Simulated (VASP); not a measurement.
# Cu9O8 in VASP: single point with PBEsol

Aim: the single point of Cu9O8 with PBEsol.

Everything below comes from runs of VASP 6.6.1. Logs are shortened: lines on timing, memory, paths and dates and some standing lists are left out, and cuts for length are marked.

### Step 1. The cell of the first run

The cell holds a slab with vacuum, 17 atoms: a = 2.894 Å, b = 5.092 Å, c = 26.576 Å, α = 90.00°, β = 90.00°, γ = 89.99°.

### Step 2. Single point, PBEsol

Input file INCAR:

```
SYSTEM = Cu9O8
ALGO = Fast
DIPOL = 0.5 0.5 0.500
EDIFF = 1E-6
ENCUT = 520
GGA = PS
IDIPOL = 3
ISIF = 2
ISMEAR = 0
LASPH = .TRUE.
LCHARG = .FALSE.
LDIPOL = .TRUE.
LREAL = Auto
LWAVE = .FALSE.
NBANDS = 88
NELM = 80
PREC = Accurate
SIGMA = 0.1
```

Input file KPOINTS:

```
k-points
0
G
  12 7 1
  0 0 0
```

Input file POSCAR:

```
Cu9O8
1.0
    2.8941129443      0.0000000000      0.0000000000
    0.0006761956      5.0920243077      0.0000000000
    0.0000000000      0.0000000000     26.5763574976
Cu O
9 8
Direct
    0.4918939160      0.4998711665      0.2865415644
    0.9907818120      0.9998428874      0.3376023459
    0.4898647908      0.4998132286      0.3898909539
    0.9888566085      0.9997926689      0.4464469790
    0.4879000242      0.4997745178      0.5000001005
    0.9869431734      0.9997563323      0.5535525702
    0.4859335470      0.4997357783      0.6101092992
    0.9850147124      0.9997060379      0.6623972998
    0.4839018667      0.4996777332      0.7134585106
    0.4907283294      0.2373938230      0.3366869723
    0.4908375873      0.7622910226      0.3366982343
    0.4888070518      0.2506045201      0.4458365269
    0.4889036517      0.7489799681      0.4458425770
    0.4868962072      0.2505688979      0.5541574687
    0.4869928255      0.7489446484      0.5541635228
    0.4849587959      0.2372573599      0.6633019000
    0.4850680597      0.7621556779      0.6633131743
```

Potentials or basis: VASP PAW PBE potentials, release 64 (Cu, O).

Command:

```sh
> cat potpaw_PBE.64/Cu/POTCAR potpaw_PBE.64/O/POTCAR > POTCAR
> mpirun -np 1 vasp_std > vasp.out
```

OUTCAR:

```text
SYSTEM = Cu9O8
   EDIFF = 1E-6
   ENCUT = 520
   GGA = PS
   ISIF = 2
   ISMEAR = 0
   LASPH = .TRUE.
   LREAL = Auto
   NELM = 80
   PREC = Accurate

 ion  position               nearest neighbor table
   1  0.492  0.500  0.287-  10 1.89  11 1.89   3 2.75
   2  0.991  1.000  0.338-  10 1.89  11 1.89  11 1.89  10 1.89
   3  0.490  0.500  0.390-  11 1.95  10 1.95  13 1.95  12 1.95   1 2.75
   4  0.989  1.000  0.446-  13 1.93  12 1.93  12 1.93  13 1.93
   5  0.488  0.500  0.500-  14 1.92  15 1.92  13 1.92  12 1.92
   6  0.987  1.000  0.554-  14 1.93  15 1.93  15 1.93  14 1.93
   7  0.486  0.500  0.610-  16 1.95  17 1.95  14 1.95  15 1.95   9 2.75
   8  0.985  1.000  0.662-  17 1.89  16 1.89  16 1.89  17 1.89
   9  0.484  0.500  0.713-  17 1.89  16 1.89   7 2.75
  10  0.491  0.237  0.337-   2 1.89   2 1.89   1 1.89   3 1.95
  11  0.491  0.762  0.337-   2 1.89   2 1.89   1 1.89   3 1.95
  12  0.489  0.251  0.446-   5 1.92   4 1.93   4 1.93   3 1.95
  13  0.489  0.749  0.446-   5 1.92   4 1.93   4 1.93   3 1.95
  14  0.487  0.251  0.554-   5 1.92   6 1.93   6 1.93   7 1.95
  15  0.487  0.749  0.554-   5 1.92   6 1.93   6 1.93   7 1.95
  16  0.485  0.237  0.663-   8 1.89   8 1.89   9 1.89   7 1.95
  17  0.485  0.762  0.663-   8 1.89   8 1.89   9 1.89   7 1.95

  LATTYP: Found a simple monoclinic cell.
 ALAT       =     2.8941129443
 B/A-ratio  =     9.1829026749
 C/A-ratio  =     1.7594421678
 COS(beta)  =    -0.0001327950

  Lattice vectors:

 A1 = (   2.8941129443,   0.0000000000,   0.0000000000)
 A2 = (   0.0000000000,   0.0000000000,  26.5763574976)
 A3 = (  -0.0006761956,  -5.0920243077,   0.0000000000)

Analysis of symmetry for initial positions (statically):
=====================================================================
 Subroutine PRICEL returns:
 Original cell was already a primitive cell.

 Routine SETGRP: Setting up the symmetry group for a
 simple monoclinic supercell.

 Subroutine GETGRP returns: Found  2 space group operations
 (whereof  1 operations were pure point group operations)
 out of a pool of  4 trial point group operations.

The static configuration has the point symmetry C_1 .
 The point group associated with its full space group is S_2 .

Analysis of symmetry for dynamics (positions and initial velocities):
=====================================================================
 Subroutine PRICEL returns:
 Original cell was already a primitive cell.

 Routine SETGRP: Setting up the symmetry group for a
 simple monoclinic supercell.

 Subroutine GETGRP returns: Found  2 space group operations
 (whereof  1 operations were pure point group operations)
 out of a pool of  4 trial point group operations.

The dynamic configuration has the point symmetry C_1 .
 The point group associated with its full space group is S_2 .

 Subroutine INISYM returns: Found  2 space group operations
 (whereof  1 operations are pure point group operations),
 and found     1 'primitive' translations

----------------------------------------------------------------------------------------

                                     Primitive cell

  volume of cell :     391.6529

  direct lattice vectors                    reciprocal lattice vectors
     2.894112944  0.000000000  0.000000000     0.345529017 -0.000045885  0.000000000
     0.000676196  5.092024308  0.000000000     0.000000000  0.196385551  0.000000000
     0.000000000  0.000000000 26.576357498     0.000000000  0.000000000  0.037627429

  length of vectors
     2.894112944  5.092024353 26.576357498     0.345529020  0.196385551  0.037627429

  position of ions in fractional coordinates (direct lattice)
     0.491893916  0.499871167  0.286541564
     0.990781812  0.999842887  0.337602346
     0.489864791  0.499813229  0.389890954
     0.988856609  0.999792669  0.446446979
     0.487900024  0.499774518  0.500000101
     0.986943173  0.999756332  0.553552570
[... 9 lines left out ...]
     0.484958796  0.237257360  0.663301900
     0.485068060  0.762155678  0.663313174

  ion indices of the primitive-cell ions
   primitive index   ion index
                 1           1
                 2           2
                 3           3
                 4           4
                 5           5
                 6           6
[... 9 lines left out ...]
                16          16
                17          17

----------------------------------------------------------------------------------------

 KPOINTS: k-points

Automatic generation of k-mesh.
 Grid dimensions read from file:
 generate k-points for:   12    7    1

 Generating k-lattice:

  Cartesian coordinates                     Fractional coordinates (reciprocal lattice)
     0.028794085 -0.000003824  0.000000000     0.083333333  0.000000000  0.000000000
     0.000000000  0.028055079  0.000000000     0.000000000  0.142857143  0.000000000
     0.000000000  0.000000000  0.037627429     0.000000000  0.000000000  1.000000000

  Length of vectors
     0.028794085  0.028055079  0.037627429

  Shift w.r.t. Gamma in fractional coordinates (k-lattice)
     0.000000000  0.000000000  0.000000000

 Subroutine IBZKPT returns following result:
 ===========================================

 Found     43 irreducible k-points:

 Following reciprocal coordinates:
            Coordinates               Weight
  0.000000  0.000000  0.000000      1.000000
  0.083333  0.000000  0.000000      2.000000
  0.166667  0.000000  0.000000      2.000000
  0.250000 -0.000000  0.000000      2.000000
  0.333333  0.000000  0.000000      2.000000
  0.416667 -0.000000  0.000000      2.000000
[... 16 lines left out ...]
  0.250000  0.285714  0.000000      2.000000
  0.333333  0.285714  0.000000      2.000000
 [... further k-points ...]
   k-points           NKPTS =     43   k-points in BZ     NKDIM =     43   number of bands    NBANDS=     88
   number of dos      NEDOS =    301   number of ions     NIONS =     17
   total plane-waves  NPLWV = 192000
   dimension x,y,z NGX =    24 NGY =   40 NGZ =  200
   dimension x,y,z NGXF=    48 NGYF=   80 NGZF=  400
   ions per type =               9   8
   NGX,Y,Z   is equivalent  to a cutoff of  13.79, 13.06, 12.51 a.u.
   NGXF,Y,Z  is equivalent  to a cutoff of  27.57, 26.12, 25.02 a.u.
 SYSTEM =  Cu9O8
   PREC   = accura    normal or accurate (medium, high low for compatibility)
   ISTART =      0    job   : 0-new  1-cont  2-samecut
   ICHARG =      2    charge: 1-file 2-atom 10-const
   ISPIN  =      1    spin polarized calculation?
   LNONCOLLINEAR =      F non collinear calculations
   LSORBIT =      F    spin-orbit coupling
   LASPH  =      T    aspherical Exc in radial PAW
   ENCUT  =  520.0 eV  38.22 Ry    6.18 a.u.   5.38  9.47 49.41*2*pi/ulx,y,z
   NELM   =     80;   NELMIN=  2; NELMDL= -5     # of ELM steps
   EDIFF  = 0.1E-05   stopping-criterion for ELM
   LREAL  =      T    real-space projection
   EDIFFG = 0.1E-04   stopping-criterion for IOM
   NSW    =      0    number of steps for IOM
[... 5 lines left out ...]
   TEBEG  =    0.0;   TEEND  =   0.0 temperature during run
   PSTRESS=    0.0 pullay stress
   NELECT =     147.0000    total number of electrons
   NUPDOWN=      -1.0000    fix difference up-down
   EMIN   =  10.00;   EMAX   =-10.00  energy-range for DOS
   EFERMI =   0.00;   METHOD = LEGACY
   ISMEAR =     0;   SIGMA  =   0.10  broadening in eV -4-tet -1-fermi 0-gaus
   EFERMI_NEDOS =   21; number of points for ismear=-14 and -15
   IALGO  =     68    algorithm
   IMIX   =      4    mixing-type and parameters
     AMIX     =   0.40;   BMIX     =  1.00
     AMIX_MAG =   1.60;   BMIX_MAG =  1.00
  volume/ion in A,a.u.               =      23.04       155.47
  Fermi-wavevector in a.u.,A,eV,Ry     =   1.180901  2.231579 18.973693  1.394527
  Thomas-Fermi vector in A             =   2.317185
   LORBIT       =      0    0 simple, 1 ext, 2 COOP (PROOUT), +10 PAW based schemes
   GGA     = PS    functional components
   LHFCALC =     F    Hartree Fock is set to
   AEXX    =    0.0000 exact exchange contribution
   IVDW    =     0    specifies the selected vdW correction
   LEPSILON=     F    determine dielectric tensor
   LRPA    =     F    only Hartree local field effects (RPA)
 non-spin polarized calculation
 RMM-DIIS sequential band-by-band and
 Gauss-broadening in eV      SIGMA  =   0.10
  energy-cutoff  :      520.00
  volume of cell :      391.65
 maximum number of plane-waves:     10603
 NGX is ok and might be reduce to    24
   NGX = 11   NGY = 19   NGZ = 99

 dipolmoment           0.000000      0.000000     -0.000000 electrons x Angstroem

 number of electron     147.0000013 magnetization

 dipolmoment           0.000000      0.000000      0.000122 electrons x Angstroem

 Free energy of the ion-electron system (eV)
  ---------------------------------------------------
  ext. energy  EPLUGINS =         0.00000000
  ---------------------------------------------------
  free energy    TOTEN  =       -86.76131955 eV

  energy without entropy =      -86.70088488  energy(sigma->0) =      -86.73110221

 E-fermi :   0.5027     XC(G=0):  -6.2203

 val. band max:        0.4974813138   @ k =   0.0833   0.0000   0.0000
 cond. band min:       0.5057596458   @ k =  -0.3333   0.1429   0.0000
 fundamental gap:      0.0082783320
 Fermi energy:         0.5027112090

 k-point     1 :       0.0000    0.0000    0.0000
  band No.  band energies     occupation
      1     -19.6415      2.00000
      2     -19.5922      2.00000
      3     -19.3052      2.00000
      4     -19.0040      2.00000
      5     -18.2904      2.00000
      6     -18.2872      2.00000
[... 77 lines left out ...]
     84       4.4852      0.00000
     85       4.6905      0.00000

 k-point     2 :       0.0833    0.0000    0.0000
  band No.  band energies     occupation
      1     -19.6004      2.00000
      2     -19.5515      2.00000
      3     -19.2663      2.00000
      4     -18.9669      2.00000
      5     -18.2824      2.00000
      6     -18.2793      2.00000
[... 1925 lines left out ...]
     84       5.0519      0.00000
     85       5.5179      0.00000

 k-point    24 :       0.3333    0.2857    0.0000
  band No.  band energies     occupation
      1     -18.9917      2.00000
      2     -18.9565      2.00000
      3     -18.7102      2.00000
      4     -18.4681      2.00000
      5     -18.3760      2.00000
      6     -18.3581      2.00000
[... 77 lines left out ...]
     84       5.5796      0.00000
     85       5.6218      0.00000

 [... further k-points ...]

 [bands above 85 left out]

------------------------ aborting loop because EDIFF is reached ----------------------------------------

 vacuum level on the upper side and lower side of the slab       (xc-potential included)        -0.138        -0.140

  FORCE on cell =-STRESS in cart. coord.  units (eV):
  Direction    XX          YY          ZZ          XY          YZ          ZX
  --------------------------------------------------------------------------------------
  -------------------------------------------------------------------------------------
  Total       -0.1819913      7.6077398      0.5503322      0.0001747     -0.0019496      0.0109827
  in kB       -0.7444918     31.1218087      2.2513039      0.0007145     -0.0079753      0.0449280
  external PRESSURE =      10.8762070 kB  Pullay stress =       0.0000000 kB

 VOLUME and BASIS-vectors are now :
 -----------------------------------------------------------------------------
  energy-cutoff  :      520.00
  volume of cell :      391.65
      direct lattice vectors                 reciprocal lattice vectors
     2.894112944  0.000000000  0.000000000     0.345529017 -0.000045885  0.000000000
     0.000676196  5.092024308  0.000000000     0.000000000  0.196385551  0.000000000
     0.000000000  0.000000000 26.576357498     0.000000000  0.000000000  0.037627429

 POSITION                                       TOTAL-FORCE (eV/Angst)
 -----------------------------------------------------------------------------------
      1.42393      2.54536      7.61523        -0.001291      0.000184     -0.071180
      2.86811      5.09122      8.97224        -0.001237      0.000218     -0.003743
      1.41806      2.54506     10.36188        -0.000577      0.000261      0.008053
      2.86254      5.09097     11.86493        -0.000658      0.000096      0.002843
      1.41238      2.54486     13.28818        -0.000000      0.000000     -0.000000
      2.85700      5.09078     14.71141         0.000658     -0.000096     -0.002843
[... 9 lines left out ...]
      1.40369      1.20812     17.62815         0.000880      0.009677     -0.001248
      1.40436      3.88092     17.62845         0.001020     -0.009656     -0.001688
 -----------------------------------------------------------------------------------
    total drift:                               -0.027212     -0.013367      0.031022

  FREE ENERGIE OF THE ION-ELECTRON SYSTEM (eV)
  ---------------------------------------------------
  free  energy   TOTEN  =       -86.7613195486 eV

  energy  without entropy=      -86.7008848776  energy(sigma->0) =      -86.73110221

 vacuum level on the upper side and lower side of the slab         4.241         4.239
```

Run time: 1.7 h. Hardware: 1 thread of Oxide Virtual Turin-like, shared host; peak memory 1 GiB.

Results:

* Free energy: -86.7613 eV
* Largest force: 0.071 eV/Å
* Band gap on the k mesh: zero (an odd number of electrons rules out a gap without spin polarisation)

Forces on the atoms (eV/Å):
```
Cu  -0.001  0.000 -0.071
Cu  -0.001  0.000 -0.004
Cu  -0.001  0.000  0.008
Cu  -0.001  0.000  0.003
Cu   0.000  0.000  0.000
Cu   0.001  0.000 -0.003
Cu   0.001  0.000 -0.008
Cu   0.001  0.000  0.004
Cu   0.001  0.000  0.071
O   -0.001  0.010  0.002
O   -0.001 -0.010  0.001
O    0.000  0.000 -0.005
O    0.000  0.001 -0.006
O    0.000 -0.001  0.006
O    0.000  0.000  0.005
O    0.001  0.010 -0.001
O    0.001 -0.010 -0.002
```

Caveat: the PAW data sets were made with another functional, which shifts forces and pressure a little; an odd number of electrons without spin polarisation forces a metal; a magnetic or distorted state may lie lower; semilocal functionals often make such compounds metallic where correlation or magnetic order opens a gap, which also shifts bond lengths.
